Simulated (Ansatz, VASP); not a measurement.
## BaO in VASP and in Ansatz

```
Ba O
1.0
     0.00000    2.77194    2.77194
     2.77194    0.00000    2.77194
     2.77194    2.77194    0.00000
Ba O
1 1
Cartesian
  0.0000 0.0000 0.0000
  2.7719 2.7719 2.7719
```

Alike in both runs: task single point; functional LDA; k mesh 8 × 8 × 8; no spin polarisation.

```csv
,VASP,Ansatz
version,VASP 6.6.1,Ansatz 0.2.0
potentials or method,"VASP PAW LDA potentials, release 64 (Ba_sv, O)","plane waves, PAW"
plane-wave cutoff (eV),600,420
occupations,"gaussian, width 0.01 eV",fixed
valence electrons in the cell,16,16
```

|  | VASP | Ansatz | Ansatz less VASP |
| --- | --- | --- | --- |
| gap on the k mesh at the Fermi level (eV) | 1.84 | 1.91 | +0.077 |

LDA's correlation is that of Perdew and Zunger in VASP and of Perdew and Wang (1992) in Ansatz.

Spin-orbit coupling is off throughout.
